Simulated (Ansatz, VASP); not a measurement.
Two plane-wave programs on SiC

```
CELL_PARAMETERS angstrom
0.00000 2.18000 2.18000
2.18000 0.00000 2.18000
2.18000 2.18000 0.00000
ATOMIC_POSITIONS crystal
Si 0.00000 0.00000 0.00000
C 0.25000 0.25000 0.25000
```

Alike in both runs: task relaxation of cell and atoms; functional LDA; k mesh 10 × 10 × 10; occupations gaussian, width 0.02 eV; no spin polarisation.

|  | VASP | Ansatz |
| --- | --- | --- |
| version | VASP 6.6.1 | Ansatz 0.2.0 |
| potentials or method | VASP PAW LDA potentials, release 64 (Si, C), cutoff 600 eV | scalar-relativistic, plane waves, PAW |
| valence electrons in the cell | 8 | 8 |

Ansatz gave:

- gap on the k mesh at the Fermi level, each at its own relaxed structure (eV): 1.30
- relaxed volume (Å³/atom): 10.14
- relaxed cell length with the largest relative difference (Å): 3.061

Which values does VASP return?

gap on the k mesh at the Fermi level, each at its own relaxed structure (eV): 1.29; relaxed volume (Å³/atom): 10.15; relaxed cell length with the largest relative difference (Å): 3.062.

Ansatz warns that its potentials were made for another functional, while VASP's fit it. LDA's correlation is that of Perdew and Zunger in VASP and of Perdew and Wang (1992) in Ansatz.
